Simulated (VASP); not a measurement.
Crystal: BAs.

```
CELL_PARAMETERS angstrom
0.00000 2.39187 2.39187
2.39187 0.00000 2.39187
2.39187 2.39187 0.00000
ATOMIC_POSITIONS crystal
B 0.00000 0.00000 0.00000
As 0.25000 0.25000 0.25000
```

Base run:

| Item | Value |
| --- | --- |
| Program | VASP 6.6.1 |
| Functional | PBE |
| Potentials or basis | VASP PAW PBE potentials, release 64 (B, As) |
| Cutoff | 520 eV |
| k mesh | 6 × 6 × 6 |
| Occupations | gaussian, width 0.01 eV |
| Spin | no spin polarisation |

Its results: band gap on the k mesh 1.28 eV, indirect (least direct gap 3.27 eV); pressure 2.9 GPa.

Q: The run is repeated on the same cell with these changes: k mesh from 6 × 6 × 6 to 10 × 10 × 10; occupations from gaussian, width 0.01 eV to fermi-dirac, width 0.02 eV. What comes out?

A: Band gap on the k mesh 1.18 eV, indirect (least direct gap 3.27 eV); pressure 2.8 GPa.

A k mesh can miss the band edges.
